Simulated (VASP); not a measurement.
**Ba2Ti3O8: relaxation of the atoms with PBEsol**

Ba2Ti3O8, a slab with vacuum:

```
Ti O Ba
1.0
     3.96987    0.00000    0.00000
     0.00000    3.96987    0.00000
     0.00000    0.00000   22.93974
Ti O Ba
3 8 2
Direct
  0.00000 0.00000 0.32694
  0.00000 0.00000 0.50000
  0.00000 0.00000 0.67306
  0.50000 0.00000 0.32694
  0.00000 0.50000 0.32694
  0.00000 0.00000 0.41347
  0.50000 0.00000 0.50000
  0.00000 0.50000 0.50000
  0.00000 0.00000 0.58653
  0.50000 0.00000 0.67306
  0.00000 0.50000 0.67306
  0.50000 0.50000 0.41347
  0.50000 0.50000 0.58653
```

* Program: VASP 6.6.1
* Task: relaxation of the atoms
* Functional: PBEsol
* Potentials or basis: VASP PAW PBE potentials, release 64 (Ti_sv, O, Ba_sv)
* Cutoff: 520 eV
* k mesh: 7 × 7 × 1
* Occupations: gaussian, width 0.05 eV
* Spin: no spin polarisation
* Dipole correction: yes
* Further INCAR settings: ALGO = Normal; EDIFF = 1e-07; IBRION = 2; EDIFFG = -0.02; NSW = 80

```json
{"Energy gained by relaxing": "25.5 meV/atom", "Ionic steps": "9", "Largest force after relaxing": "0.019 eV/Å", "Band gap on the k mesh": "0.92 eV (least direct gap 1.50 eV)"}
```

Forces on the atoms (eV/Å):
```
Ti   0.000  0.000 -0.011
Ti   0.000  0.000  0.000
Ti   0.000  0.000  0.011
O    0.000  0.000 -0.005
O    0.000  0.000 -0.005
O    0.000  0.000 -0.019
O    0.000  0.000  0.000
O    0.000  0.000  0.000
O    0.000  0.000  0.019
O    0.000  0.000  0.005
O    0.000  0.000  0.005
Ba   0.000  0.000  0.011
Ba   0.000  0.000 -0.011
```

Step by step:
```csv
step,energy change (eV),largest force (eV/Å),pressure (GPa)
1,0.0000,2.2693,-2.93
2,-0.2377,1.2473,-1.89
3,-0.2688,0.8339,-2.20
4,-0.3251,0.2020,-2.06
5,-0.3259,0.2201,-2.04
6,-0.3307,0.0775,-1.96
7,-0.3311,0.1053,-1.93
8,-0.3312,0.0703,-1.96
9,-0.3315,0.0189,-1.95
```

Final structure:
```
Ti O Ba
1.0
     3.96987    0.00000    0.00000
     0.00000    3.96987    0.00000
     0.00000    0.00000   22.93974
Ti O Ba
3 8 2
Direct
  0.00000 0.00000 0.33128
  0.00000 0.00000 0.50000
  0.00000 0.00000 0.66872
  0.50000 0.00000 0.32646
  0.00000 0.50000 0.32646
  0.00000 0.00000 0.41284
  0.50000 0.00000 0.50000
  0.00000 0.50000 0.50000
  0.00000 0.00000 0.58716
  0.50000 0.00000 0.67354
  0.00000 0.50000 0.67354
  0.50000 0.50000 0.40947
  0.50000 0.50000 0.59053
```

Levels at points of the mesh, in eV from the valence-band top:
```tsv
k point	band 50	band 51	band 52	band 53	band 54	band 55
(0.00, 0.00, 0.00)	-0.63	-0.58	-0.58	0.92	1.01	1.01
```

Wall time 22 min on 4 MPI ranks on Intel(R) Xeon(R) Platinum 8259CL CPU @ 2.50GHz (Skylake/Cascade Lake), with other jobs on the host, peak memory 0.57 GiB a rank.

Caveat: the PAW data sets were made with another functional, which shifts forces and pressure a little; spin-orbit coupling is left out, which moves the levels of the heavy elements.
